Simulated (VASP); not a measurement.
# NaH (Imm2) in VASP: single point with PBEsol

Aim: the single point of NaH with PBEsol.

Everything below comes from runs of VASP 6.6.1. Logs are shortened: lines on timing, memory, paths and dates and some standing lists are left out, and cuts for length are marked.

## Step 1: The cell of the first run

It takes space group Imm2 (No. 44, orthorhombic). Conventional cell: a = 3.375 Å, b = 4.773 Å, c = 3.375 Å, α = 90.00°, β = 90.00°, γ = 90.00°. Na (site symmetry mm2) has 6 H at 2.37 to 2.41 Å within 3.1 Å. Within 3.1 Å of H (site symmetry mm2) lie 6 Na at 2.37 to 2.41 Å.

## Step 2: Single point, PBEsol (atom 2 (H) moved by [0.021213, 0.021213, 0.0] A)

Input file INCAR:

```
SYSTEM = NaH
ALGO     = Normal         ! electronic algorithm
EDIFF    = 1E-6           ! SCF threshold, eV
ENCUT    = 520            ! plane-wave cutoff, eV
GGA      = PS             ! functional
ISIF     = 2              ! what is computed and relaxed
ISMEAR   = -1             ! smearing method
LASPH    = .TRUE.         ! aspherical terms in the spheres
LCHARG   = .FALSE.        ! write CHGCAR
LREAL    = .FALSE.        ! projectors in reciprocal space
LWAVE    = .FALSE.        ! write WAVECAR
NBANDS   = 11             ! bands
NELM     = 100            ! most SCF steps
PREC     = Accurate       ! precision mode
SIGMA    = 0.02           ! smearing width, eV
```

Input file KPOINTS:

```
k-points
0
G
  11 11 11
  0 0 0
```

Input file POSCAR:

```
NaH
1.0
    0.0000000000      2.3864216652      2.3864216652
    2.3864216652      0.0000000000      2.3864216652
    2.3864216652      2.3864216652      0.0000000000
Na H
1 1
Direct
    0.0000000000      0.0000000000      0.0000000000
    0.5000000000      0.5000000000      0.5088890410
```

Potentials or basis: VASP PAW PBE potentials, release 64 (Na_pv, H).

Started as:

```
cat potpaw_PBE.64/Na_pv/POTCAR potpaw_PBE.64/H/POTCAR > POTCAR
mpirun -np 1 vasp_std > vasp.out
```

OUTCAR:

```text
SYSTEM = NaH
   EDIFF = 1E-6
   ENCUT = 520
   GGA = PS
   ISIF = 2
   ISMEAR = -1
   LASPH = .TRUE.
   LREAL = .FALSE.
   NELM = 100
   PREC = Accurate

 ion  position               nearest neighbor table
   1  0.000  0.000  0.000-
   2  0.500  0.500  0.509-

  LATTYP: Found a face centered cubic cell.
 ALAT       =     4.7728433304

  Lattice vectors:

 A1 = (   0.0000000000,   2.3864216652,   2.3864216652)
 A2 = (   2.3864216652,   0.0000000000,   2.3864216652)
 A3 = (   2.3864216652,   2.3864216652,   0.0000000000)

Analysis of symmetry for initial positions (statically):
=====================================================================
 Subroutine PRICEL returns:
 Original cell was already a primitive cell.

 Routine SETGRP: Setting up the symmetry group for a
 face centered cubic supercell.

 Subroutine GETGRP returns: Found  4 space group operations
 (whereof  4 operations were pure point group operations)
 out of a pool of 48 trial point group operations.

The static configuration has the point symmetry C_2v.

Analysis of symmetry for dynamics (positions and initial velocities):
=====================================================================
 Subroutine PRICEL returns:
 Original cell was already a primitive cell.

 Routine SETGRP: Setting up the symmetry group for a
 face centered cubic supercell.

 Subroutine GETGRP returns: Found  4 space group operations
 (whereof  4 operations were pure point group operations)
 out of a pool of 48 trial point group operations.

The dynamic configuration has the point symmetry C_2v.

 Subroutine INISYM returns: Found  4 space group operations
 (whereof  4 operations are pure point group operations),
 and found     1 'primitive' translations

----------------------------------------------------------------------------------------

                                     Primitive cell

  volume of cell :      27.1814

  direct lattice vectors                    reciprocal lattice vectors
     0.000000000  2.386421665  2.386421665    -0.209518715  0.209518715  0.209518715
     2.386421665  0.000000000  2.386421665     0.209518715 -0.209518715  0.209518715
     2.386421665  2.386421665  0.000000000     0.209518715  0.209518715 -0.209518715

  length of vectors
     3.374909884  3.374909884  3.374909884     0.362897059  0.362897059  0.362897059

  position of ions in fractional coordinates (direct lattice)
     0.000000000  0.000000000  0.000000000
     0.500000000  0.500000000  0.508889041

  ion indices of the primitive-cell ions
   primitive index   ion index
                 1           1
                 2           2

----------------------------------------------------------------------------------------

 KPOINTS: k-points

Automatic generation of k-mesh.
 Grid dimensions read from file:
 generate k-points for:   11   11   11

 Generating k-lattice:

  Cartesian coordinates                     Fractional coordinates (reciprocal lattice)
    -0.019047156  0.019047156  0.019047156     0.090909091  0.000000000  0.000000000
     0.019047156 -0.019047156  0.019047156     0.000000000  0.090909091  0.000000000
     0.019047156  0.019047156 -0.019047156     0.000000000  0.000000000  0.090909091

  Length of vectors
     0.032990642  0.032990642  0.032990642

  Shift w.r.t. Gamma in fractional coordinates (k-lattice)
     0.000000000  0.000000000  0.000000000

 Subroutine IBZKPT returns following result:
 ===========================================

 Found    216 irreducible k-points:

 Following reciprocal coordinates:
            Coordinates               Weight
  0.000000  0.000000  0.000000      1.000000
  0.090909  0.000000  0.000000      4.000000
  0.000000  0.000000  0.090909      4.000000
  0.181818  0.000000  0.000000      4.000000
  0.000000  0.000000  0.181818      4.000000
  0.272727  0.000000  0.000000      4.000000
[... 16 lines left out ...]
  0.000000  0.363636  0.090909      8.000000
  0.090909  0.000000  0.363636      8.000000
 [... further k-points ...]
   k-points           NKPTS =    216   k-points in BZ     NKDIM =    216   number of bands    NBANDS=     11
   number of dos      NEDOS =    301   number of ions     NIONS =      2
   total plane-waves  NPLWV =  21952
   dimension x,y,z NGX =    28 NGY =   28 NGZ =   28
   dimension x,y,z NGXF=    56 NGYF=   56 NGZF=   56
   ions per type =               1   1
   NGX,Y,Z   is equivalent  to a cutoff of  13.79, 13.79, 13.79 a.u.
   NGXF,Y,Z  is equivalent  to a cutoff of  27.59, 27.59, 27.59 a.u.
 SYSTEM =  NaH
   PREC   = accura    normal or accurate (medium, high low for compatibility)
   ISTART =      0    job   : 0-new  1-cont  2-samecut
   ICHARG =      2    charge: 1-file 2-atom 10-const
   ISPIN  =      1    spin polarized calculation?
   LNONCOLLINEAR =      F non collinear calculations
   LSORBIT =      F    spin-orbit coupling
   LASPH  =      T    aspherical Exc in radial PAW
   ENCUT  =  520.0 eV  38.22 Ry    6.18 a.u.   6.28  6.28  6.28*2*pi/ulx,y,z
   NELM   =    100;   NELMIN=  2; NELMDL= -5     # of ELM steps
   EDIFF  = 0.1E-05   stopping-criterion for ELM
   LREAL  =      F    real-space projection
   EDIFFG = 0.1E-04   stopping-criterion for IOM
   NSW    =      0    number of steps for IOM
   IBRION =     -1    ionic relax: 0-MD 1-quasi-New 2-CG
   NFREE  =      0    steps in history (QN), initial steepest desc. (CG)
   ISIF   =      2    stress and relaxation
   ISYM   =      2    0-nonsym 1-usesym 2-fastsym
   POTIM  = 0.5000    time-step for ionic-motion
   TEBEG  =    0.0;   TEEND  =   0.0 temperature during run
   PSTRESS=    0.0 pullay stress
   NELECT =       8.0000    total number of electrons
   NUPDOWN=      -1.0000    fix difference up-down
   EMIN   =  10.00;   EMAX   =-10.00  energy-range for DOS
   EFERMI =   0.00;   METHOD = LEGACY
   ISMEAR =    -1;   SIGMA  =   0.02  broadening in eV -4-tet -1-fermi 0-gaus
   EFERMI_NEDOS =   21; number of points for ismear=-14 and -15
   IALGO  =     38    algorithm
   IMIX   =      4    mixing-type and parameters
     AMIX     =   0.40;   BMIX     =  1.00
     AMIX_MAG =   1.60;   BMIX_MAG =  1.00
  volume/ion in A,a.u.               =      13.59        91.71
  Fermi-wavevector in a.u.,A,eV,Ry     =   1.088966  2.057847 16.134427  1.185847
  Thomas-Fermi vector in A             =   2.225159
   LORBIT       =      0    0 simple, 1 ext, 2 COOP (PROOUT), +10 PAW based schemes
   GGA     = PS    functional components
   LHFCALC =     F    Hartree Fock is set to
   AEXX    =    0.0000 exact exchange contribution
   IVDW    =     0    specifies the selected vdW correction
   LEPSILON=     F    determine dielectric tensor
   LRPA    =     F    only Hartree local field effects (RPA)
 non-spin polarized calculation
  energy-cutoff  :      520.00
  volume of cell :       27.18
 maximum number of plane-waves:       748
 NGX is ok and might be reduce to    28
   NGX = 13   NGY = 13   NGZ = 13

 number of electron       7.9999992 magnetization

 Free energy of the ion-electron system (eV)
  ---------------------------------------------------
  ext. energy  EPLUGINS =         0.00000000
  ---------------------------------------------------
  free energy    TOTEN  =        -5.08504128 eV

  energy without entropy =       -5.08504128  energy(sigma->0) =       -5.08504128

 E-fermi :  -0.5340     XC(G=0):  -8.0181

 val. band max:       -1.0160186168   @ k =   0.4545   0.2727  -0.2727
 cond. band min:       2.8143275134   @ k =   0.0909   0.0000  -0.4545
 fundamental gap:      3.8303461302
 Fermi energy:        -0.5339541915

 k-point     1 :       0.0000    0.0000    0.0000
  band No.  band energies     occupation
      1     -22.9092      2.00000
      2     -22.9092      2.00000
      3     -22.9091      2.00000
      4      -4.8049      2.00000
      5       9.7703      0.00000
      6      14.6977      0.00000
      7      14.6981      0.00000
      8      14.7012      0.00000
      9      15.7422      0.00000
     10      15.7462      0.00000
     11      15.7501      0.00000

 k-point     2 :       0.0909    0.0000    0.0000
  band No.  band energies     occupation
      1     -22.9180      2.00000
      2     -22.9103      2.00000
      3     -22.9102      2.00000
      4      -4.6560      2.00000
      5       9.2635      0.00000
      6      12.7489      0.00000
      7      14.1881      0.00000
      8      14.1902      0.00000
      9      16.3465      0.00000
     10      16.3647      0.00000
     11      16.4972      0.00000

 k-point     3 :       0.0000    0.0000    0.0909
  band No.  band energies     occupation
      1     -22.9181      2.00000
      2     -22.9103      2.00000
      3     -22.9101      2.00000
      4      -4.6560      2.00000
      5       9.2634      0.00000
      6      12.7494      0.00000
      7      14.1883      0.00000
      8      14.1890      0.00000
      9      16.3587      0.00000
     10      16.3636      0.00000
     11      16.4864      0.00000

 k-point     4 :       0.1818    0.0000    0.0000
  band No.  band energies     occupation
      1     -22.9417      2.00000
      2     -22.9131      2.00000
      3     -22.9130      2.00000
      4      -4.2202      2.00000
      5       7.7681      0.00000
      6      11.2514      0.00000
      7      13.5293      0.00000
      8      13.5319      0.00000
      9      16.9134      0.00000
     10      16.9176      0.00000
     11      17.4038      0.00000
[... 239 lines left out ...]
 k-point    22 :       0.3636    0.0909    0.0000
  band No.  band energies     occupation
      1     -22.9907      2.00000
      2     -22.9229      2.00000
      3     -22.9218      2.00000
      4      -2.8832      2.00000
      5       4.6643      0.00000
      6       9.3963      0.00000
      7      11.9191      0.00000
      8      13.8507      0.00000
      9      15.0661      0.00000
     10      17.3060      0.00000
     11      18.9199      0.00000

 k-point    23 :       0.0000    0.3636    0.0909
  band No.  band energies     occupation
      1     -22.9907      2.00000
      2     -22.9228      2.00000
      3     -22.9218      2.00000
      4      -2.8832      2.00000
      5       4.6645      0.00000
      6       9.3959      0.00000
      7      11.9189      0.00000
      8      13.8505      0.00000
      9      15.0675      0.00000
     10      17.3056      0.00000
     11      18.9183      0.00000

 k-point    24 :       0.0909    0.0000    0.3636
  band No.  band energies     occupation
      1     -22.9907      2.00000
      2     -22.9228      2.00000
      3     -22.9217      2.00000
      4      -2.8832      2.00000
      5       4.6640      0.00000
      6       9.3970      0.00000
      7      11.9186      0.00000
      8      13.8495      0.00000
      9      15.0673      0.00000
     10      17.3062      0.00000
     11      18.9194      0.00000

 [... further k-points ...]
[... 5 lines left out ...]
  --------------------------------------------------------------------------------------
  -------------------------------------------------------------------------------------
  Total        0.0480954      0.0480954      0.0452271     -0.0007500      0.0000000      0.0000000
  in kB        2.8349303      2.8349303      2.6658607     -0.0442051      0.0000000      0.0000000
  external PRESSURE =       2.7785737 kB  Pullay stress =       0.0000000 kB

 VOLUME and BASIS-vectors are now :
 -----------------------------------------------------------------------------
  energy-cutoff  :      520.00
  volume of cell :       27.18
      direct lattice vectors                 reciprocal lattice vectors
     0.000000000  2.386421665  2.386421665    -0.209518715  0.209518715  0.209518715
     2.386421665  0.000000000  2.386421665     0.209518715 -0.209518715  0.209518715
     2.386421665  2.386421665  0.000000000     0.209518715  0.209518715 -0.209518715

 POSITION                                       TOTAL-FORCE (eV/Angst)
 -----------------------------------------------------------------------------------
      0.00000      0.00000      0.00000         0.021531      0.021531     -0.000000
      2.40763      2.40763      2.38642        -0.021531     -0.021531      0.000000
 -----------------------------------------------------------------------------------
    total drift:                                0.000002      0.000002     -0.000000

  FREE ENERGIE OF THE ION-ELECTRON SYSTEM (eV)
  ---------------------------------------------------
  free  energy   TOTEN  =        -5.0850412831 eV

  energy  without entropy=       -5.0850412831  energy(sigma->0) =       -5.08504128
```

Wall time 24 s (1 thread of Intel Xeon Platinum 8559C (Emerald Rapids), shared host); peak memory 0.19 GiB.

Results:

* Free energy: -5.0850 eV
* Pressure: 0.3 GPa
* Largest force: 0.030 eV/Å
* Band gap on the k mesh: 3.83 eV, indirect (least direct gap 4.64 eV)

Forces on the atoms (eV/Å):
```
Na   0.022  0.022  0.000
H   -0.022 -0.022  0.000
```

Caveat: the cell differs from its parent crystal (atom 2 (H) moved by [0.021213, 0.021213, 0.0] A); the PAW data sets were made with another functional, which shifts forces and pressure a little. A k mesh can miss the band edges.
